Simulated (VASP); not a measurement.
# Sb (P-1) in VASP: a series of runs

The runs below take Sb through single point, with PBE0, B3LYP, HSE06.

All numbers are computed with VASP 6.6.1; they aren't measurements. Logs are shortened: lines on timing, memory, paths and dates and some standing lists are left out, and cuts for length are marked.

### 1 The cell of the first run

The typed cell holds 1 atom: a = 3.459 Å, b = 3.554 Å, c = 3.342 Å, α = 58.62°, β = 55.56°, γ = 54.87°.

### 2 Single point, PBE0

POSCAR

```
Sb
1.0
    0.1733647600      2.3885337500      2.4958692300
    2.4173055400      0.0646925500      2.6045414300
    2.3204533900      2.4003538000      0.1615447000
Sb
1
Direct
    0.0000000000      0.0000000000      0.0000000000
```

INCAR.step1

```
ALGO = Normal ; EDIFF = 1E-5
ENCUT = 520 ; GGA = PE
ISIF = 2 ; ISMEAR = -1
LASPH = True ; LREAL = False
LWAVE = True ; NBANDS = 8
NELM = 80 ; PREC = Accurate
SIGMA = 0.05
```

INCAR.step2

```
AEXX = 0.25 ; ALGO = Normal
EDIFF = 1E-7 ; ENCUT = 520
GGA = PE ; ISIF = 2
ISMEAR = -1 ; ISTART = 1
LASPH = True ; LCHARG = True
LELF = True ; LHFCALC = True
LREAL = False ; LVHAR = True
LWAVE = False ; NBANDS = 8
NELM = 80 ; PREC = Accurate
PRECFOCK = Normal ; SIGMA = 0.05
```

KPOINTS

```
k-points
0
Gamma
  5 5 5
```

Potentials or basis: VASP PAW PBE potentials, release 64 (Sb).

Run with:

```
$ cat potpaw_PBE.64/Sb/POTCAR > POTCAR
$ cp INCAR.step1 INCAR
$ mpirun -np 1 vasp_std > vasp.out
$ cp INCAR.step2 INCAR
$ mpirun -np 1 vasp_std > vasp.out
```

OUTCAR:

```text
AEXX = 0.25
   EDIFF = 1E-7
   ENCUT = 520
   GGA = PE
   ISIF = 2
   ISMEAR = -1
   ISTART = 1
   LASPH = True
   LHFCALC = True
   LREAL = False
   NELM = 80
   PREC = Accurate
   PRECFOCK = Normal

 ion  position               nearest neighbor table
   1  0.000  0.000  0.000-

  Warning from LATTYP: Got some problem with cell dimensions!
  Tried to take original basis but could not verify dimensions!
  LATTYP: Found a triclinic cell.
 ALAT       =     3.4589755750
 B/A-ratio  =     0.9663262552
 C/A-ratio  =     0.9344475022
 COS(alpha) =     0.0327225582
 COS(beta)  =     0.4374087776
 COS(gamma) =     0.5655612418

  Lattice vectors:

 A1 = (   0.1733647600,   2.3885337500,   2.4958692300)
 A2 = (   2.3204533900,   2.4003538000,   0.1615447000)
 A3 = (  -2.2439407800,   2.3238412000,  -0.1086722000)

Analysis of symmetry for initial positions (statically):
=====================================================================
 Subroutine PRICEL returns:
 Original cell was already a primitive cell.

 Routine SETGRP: Setting up the symmetry group for a
 triclinic supercell.

 Subroutine GETGRP returns: Found  2 space group operations
 (whereof  2 operations were pure point group operations)
 out of a pool of  2 trial point group operations.

The static configuration has the point symmetry S_2 .

Analysis of symmetry for dynamics (positions and initial velocities):
=====================================================================
 Subroutine PRICEL returns:
 Original cell was already a primitive cell.

 Routine SETGRP: Setting up the symmetry group for a
 triclinic supercell.

 Subroutine GETGRP returns: Found  2 space group operations
 (whereof  2 operations were pure point group operations)
 out of a pool of  2 trial point group operations.

The dynamic configuration has the point symmetry S_2 .

 Subroutine INISYM returns: Found  2 space group operations
 (whereof  2 operations are pure point group operations),
 and found     1 'primitive' translations

----------------------------------------------------------------------------------------

                                     Primitive cell

  volume of cell :      26.5282

  direct lattice vectors                    reciprocal lattice vectors
     0.173364760  2.388533750  2.495869230    -0.235273108  0.213102125  0.213066631
     2.417305540  0.064692550  2.604541430     0.211288965 -0.217261020  0.193241382
     2.320453390  2.400353800  0.161544700     0.228420051  0.210407962 -0.217225526

  length of vectors
     3.458975575  3.554038162  3.342498914     0.382313144  0.359426778  0.378990975

  position of ions in fractional coordinates (direct lattice)
     0.000000000  0.000000000  0.000000000

  ion indices of the primitive-cell ions
   primitive index   ion index
                 1           1

----------------------------------------------------------------------------------------

 KPOINTS: k-points

Automatic generation of k-mesh.
 Grid dimensions read from file:
 generate k-points for:    5    5    5

 Generating k-lattice:

  Cartesian coordinates                     Fractional coordinates (reciprocal lattice)
    -0.047054622  0.042620425  0.042613326     0.200000000  0.000000000  0.000000000
     0.042257793 -0.043452204  0.038648276     0.000000000  0.200000000 -0.000000000
     0.045684010  0.042081592 -0.043445105    -0.000000000 -0.000000000  0.200000000

  Length of vectors
     0.076462629  0.071885356  0.075798195

  Shift w.r.t. Gamma in fractional coordinates (k-lattice)
     0.000000000  0.000000000  0.000000000

 Subroutine IBZKPT returns following result:
 ===========================================

 Found     63 irreducible k-points:

 Following reciprocal coordinates:
            Coordinates               Weight
  0.000000  0.000000  0.000000      1.000000
  0.200000  0.000000  0.000000      2.000000
  0.400000 -0.000000 -0.000000      2.000000
 -0.000000  0.200000  0.000000      2.000000
  0.200000  0.200000  0.000000      2.000000
  0.400000  0.200000  0.000000      2.000000
[... 16 lines left out ...]
 -0.200000  0.200000  0.200000      2.000000
  0.000000  0.400000  0.200000      2.000000
 [... further k-points ...]
   k-points           NKPTS =     63   k-points in BZ     NKDIM =    125   number of bands    NBANDS=      8
   number of dos      NEDOS =    301   number of ions     NIONS =      1
   total plane-waves  NPLWV =  21952
   dimension x,y,z NGX =    28 NGY =   28 NGZ =   28
   dimension x,y,z NGXF=    56 NGYF=   56 NGZF=   56
   ions per type =               1
   NGX,Y,Z   is equivalent  to a cutoff of  13.46, 13.10, 13.93 a.u.
   NGXF,Y,Z  is equivalent  to a cutoff of  26.91, 26.19, 27.85 a.u.
 SYSTEM =  unknown system
   PREC   = accura    normal or accurate (medium, high low for compatibility)
   ISTART =      1    job   : 0-new  1-cont  2-samecut
   ICHARG =      0    charge: 1-file 2-atom 10-const
   ISPIN  =      1    spin polarized calculation?
   LNONCOLLINEAR =      F non collinear calculations
   LSORBIT =      F    spin-orbit coupling
   LASPH  =      T    aspherical Exc in radial PAW
   ENCUT  =  520.0 eV  38.22 Ry    6.18 a.u.   6.43  6.61  6.21*2*pi/ulx,y,z
   NELM   =     80;   NELMIN=  2; NELMDL=  0     # of ELM steps
   EDIFF  = 0.1E-06   stopping-criterion for ELM
   LREAL  =      F    real-space projection
   EDIFFG = 0.1E-05   stopping-criterion for IOM
   NSW    =      0    number of steps for IOM
   IBRION =     -1    ionic relax: 0-MD 1-quasi-New 2-CG
   NFREE  =      0    steps in history (QN), initial steepest desc. (CG)
   ISIF   =      2    stress and relaxation
   ISYM   =      3    0-nonsym 1-usesym 2-fastsym
   POTIM  = 0.5000    time-step for ionic-motion
   TEBEG  =    0.0;   TEEND  =   0.0 temperature during run
   PSTRESS=    0.0 pullay stress
   NELECT =       5.0000    total number of electrons
   NUPDOWN=      -1.0000    fix difference up-down
   EMIN   =  10.00;   EMAX   =-10.00  energy-range for DOS
   EFERMI =   0.00;   METHOD = LEGACY
   ISMEAR =    -1;   SIGMA  =   0.05  broadening in eV -4-tet -1-fermi 0-gaus
   EFERMI_NEDOS =   21; number of points for ismear=-14 and -15
   IALGO  =     38    algorithm
   IMIX   =      1    mixing-type and parameters
     AMIX     =   0.40;   BMIX     =  1.00
     AMIX_MAG =   1.60;   BMIX_MAG =  1.00
  volume/ion in A,a.u.               =      26.53       179.02
  Fermi-wavevector in a.u.,A,eV,Ry     =   0.938633  1.773758 11.987156  0.881031
  Thomas-Fermi vector in A             =   2.065864
   LORBIT       =      0    0 simple, 1 ext, 2 COOP (PROOUT), +10 PAW based schemes
   GGA     = PE    functional components
   LHFCALC =     T    Hartree Fock is set to
   PRECFOCK=normal    Normal, Fast or Accurate (Low or Medium for compatibility)
   ENCUT4O =  -1.0   cutoff for four orbital integrals eV
   NKREDX  =     1    reduce k-point grid by
   NKREDY  =     1    reduce k-point grid by
   NKREDZ  =     1    reduce k-point grid by
   AEXX    =    0.2500 exact exchange contribution
   HFSCREEN=    0.0000 screening length (either q_TF or 0.3 A-1)
   HFSCREENC=   0.0000 screening length for correlation (either q_TF or 0.3 A-1)
   ENCUTFOCK=  -1.0 apply spherical cutoff to Coloumb kernel
   IVDW    =     0    specifies the selected vdW correction
   LEPSILON=     F    determine dielectric tensor
   LRPA    =     F    only Hartree local field effects (RPA)
 non-spin polarized calculation
  energy-cutoff  :      520.00
  volume of cell :       26.53
 maximum number of plane-waves:       725
 NGX is ok and might be reduce to    28
  NGX = 20; NGY = 20; NGZ = 20

 number of electron       5.0000000 magnetization

 Free energy of the ion-electron system (eV)
  ---------------------------------------------------
  ext. energy  EPLUGINS =         0.00000000
  ---------------------------------------------------
  free energy    TOTEN  =        -5.20642565 eV

  energy without entropy =       -5.20539755  energy(sigma->0) =       -5.20591160

 E-fermi :   8.4007     XC(G=0):  -8.1447

 val. band max:        8.3417707049   @ k =   0.2000  -0.2000   0.4000
 cond. band min:       8.9111414034   @ k =  -0.2000   0.2000   0.4000
 fundamental gap:      0.5693706984
 Fermi energy:         8.4006776164

 k-point     1 :       0.0000    0.0000    0.0000
  band No.  band energies     occupation
      1      -6.4404      2.00000
      2      13.5783      0.00000
      3      15.0085      0.00000
      4      16.3993      0.00000
      5      18.0232      0.00000
      6      19.3381      0.00000
      7      20.7441      0.00000
      8      21.0396      0.00000

 k-point     2 :       0.2000    0.0000    0.0000
  band No.  band energies     occupation
      1      -5.4595      2.00000
      2      10.7950      0.00000
      3      13.0196      0.00000
      4      13.8519      0.00000
      5      17.7353      0.00000
      6      19.3254      0.00000
      7      20.4051      0.00000
      8      21.4450      0.00000

 k-point     3 :       0.4000   -0.0000   -0.0000
  band No.  band energies     occupation
      1      -2.6132      2.00000
      2       3.3721      2.00000
      3      11.9505      0.00000
      4      13.1011      0.00000
      5      16.7043      0.00000
      6      18.1482      0.00000
      7      19.3062      0.00000
      8      19.7891      0.00000

 k-point     4 :      -0.0000    0.2000    0.0000
  band No.  band energies     occupation
      1      -5.5998      2.00000
      2       9.2716      0.00000
      3      13.3891      0.00000
      4      15.3045      0.00000
      5      18.7943      0.00000
      6      19.3104      0.00000
      7      20.9856      0.00000
      8      21.6144      0.00000

 k-point     5 :       0.2000    0.2000    0.0000
  band No.  band energies     occupation
      1      -5.3483      2.00000
      2      11.0693      0.00000
      3      12.0391      0.00000
      4      12.8724      0.00000
      5      16.5694      0.00000
      6      17.4762      0.00000
      7      21.8654      0.00000
      8      22.9518      0.00000
[... 177 lines left out ...]
 k-point    22 :      -0.4000    0.2000    0.2000
  band No.  band energies     occupation
      1      -1.2070      2.00000
      2       2.9341      2.00000
      3       7.8177      1.99998
      4      11.1811      0.00000
      5      15.5579      0.00000
      6      19.2524      0.00000
      7      21.4054      0.00000
      8      23.3280      0.00000

 k-point    23 :      -0.2000    0.2000    0.2000
  band No.  band energies     occupation
      1      -2.7198      2.00000
      2       5.2652      2.00000
      3      10.5833      0.00000
      4      10.8966      0.00000
      5      15.4510      0.00000
      6      17.3877      0.00000
      7      20.7169      0.00000
      8      22.3145      0.00000

 k-point    24 :       0.0000    0.4000    0.2000
  band No.  band energies     occupation
      1      -3.2282      2.00000
      2       5.0932      2.00000
      3      10.6344      0.00000
      4      10.9984      0.00000
      5      15.7293      0.00000
      6      19.3319      0.00000
      7      22.1087      0.00000
      8      23.2741      0.00000

 [... further k-points ...]
[... 5 lines left out ...]
  --------------------------------------------------------------------------------------
  -------------------------------------------------------------------------------------
  Total       -0.3693959      0.0100507     -0.1831751     -0.2881244     -0.1771938      0.2872045
  in kB      -22.3097667      0.6070135    -11.0629122    -17.4013528    -10.7016675     17.3457964
  external PRESSURE =     -10.9218885 kB  Pullay stress =       0.0000000 kB

 VOLUME and BASIS-vectors are now :
 -----------------------------------------------------------------------------
  energy-cutoff  :      520.00
  volume of cell :       26.53
      direct lattice vectors                 reciprocal lattice vectors
     0.173364760  2.388533750  2.495869230    -0.235273108  0.213102125  0.213066631
     2.417305540  0.064692550  2.604541430     0.211288965 -0.217261020  0.193241382
     2.320453390  2.400353800  0.161544700     0.228420051  0.210407962 -0.217225526

 POSITION                                       TOTAL-FORCE (eV/Angst)
 -----------------------------------------------------------------------------------
      0.00000      0.00000      0.00000         0.000000     -0.000000     -0.000000
 -----------------------------------------------------------------------------------
    total drift:                                0.000000      0.000000      0.000000

  FREE ENERGIE OF THE ION-ELECTRON SYSTEM (eV)
  ---------------------------------------------------
  free  energy   TOTEN  =        -5.2064256455 eV

  energy  without entropy=       -5.2053975520  energy(sigma->0) =       -5.20591160
```

Run time: 11 min. Hardware: 1 thread of Intel Xeon 6975P-C (Granite Rapids), shared host; peak memory 0.17 GiB.

Results:

```yaml
Free_energy: -5.2064 eV
Pressure: -1.1 GPa
```

Caveat: the k points lie up to 0.48 Å⁻¹ apart; the PAW data sets were made with another functional, which shifts forces and pressure a little; spin-orbit coupling is left out, which moves the levels of the heavy elements.

### 3 Single point, B3LYP

POSCAR is that of step 2.

INCAR.step1

```
SYSTEM = Sb
PREC = Accurate
ENCUT = 520
EDIFF = 1E-5
ISMEAR = -1
SIGMA = 0.05
LREAL = .FALSE.
LASPH = .TRUE.
NELM = 60
ALGO = Normal
ISIF = 2
LWAVE = .TRUE.
NBANDS = 8
GGA = PE
```

INCAR.step2

```
SYSTEM = Sb
PREC = Accurate
ENCUT = 520
EDIFF = 1E-6
ISMEAR = -1
SIGMA = 0.05
LREAL = .FALSE.
LASPH = .TRUE.
NELM = 60
ALGO = Normal
ISIF = 2
LWAVE = .FALSE.
LCHARG = .TRUE.
GGA = B3
LHFCALC = .TRUE.
AEXX = 0.2
AGGAX = 0.72
AGGAC = 0.81
ALDAC = 0.19
PRECFOCK = Normal
LELF = .TRUE.
LVHAR = .TRUE.
NBANDS = 8
ISTART = 1
```

KPOINTS

```
regular mesh
0
G
  5 5 5
  0 0 0
```

Potentials or basis: VASP PAW PBE potentials, release 64 (Sb).

Run with:

```
$ cat potpaw_PBE.64/Sb/POTCAR > POTCAR
$ cp INCAR.step1 INCAR
$ mpirun -np 1 vasp_std > vasp.out
$ cp INCAR.step2 INCAR
$ mpirun -np 1 vasp_std > vasp.out
```

It took 6.3 min on 1 thread of Intel Xeon 6975P-C (Granite Rapids), shared host; peak memory 0.17 GiB.

The run converged. Its results:

| Quantity | Value |
| --- | --- |
| Free energy | -4.0407 eV |
| Pressure | 5.0 GPa |

Stress tensor (GPa, compression positive):
```
 3.96 -1.70  1.66
-1.70  5.96 -1.03
 1.66 -1.03  5.15
```

Levels at points of the mesh, in eV from the Fermi level:
| k point | band 1 | band 2 | band 3 | band 4 | band 5 | band 6 |
| --- | --- | --- | --- | --- | --- | --- |
| (0.00, 0.00, 0.00) | -14.56 | 4.76 | 6.15 | 7.47 | 9.50 | 10.80 |

Caveat: the k points lie up to 0.48 Å⁻¹ apart; the PAW data sets were made with another functional, which shifts forces and pressure a little; spin-orbit coupling is left out, which moves the levels of the heavy elements.

(Continued in part 2 of 2.)
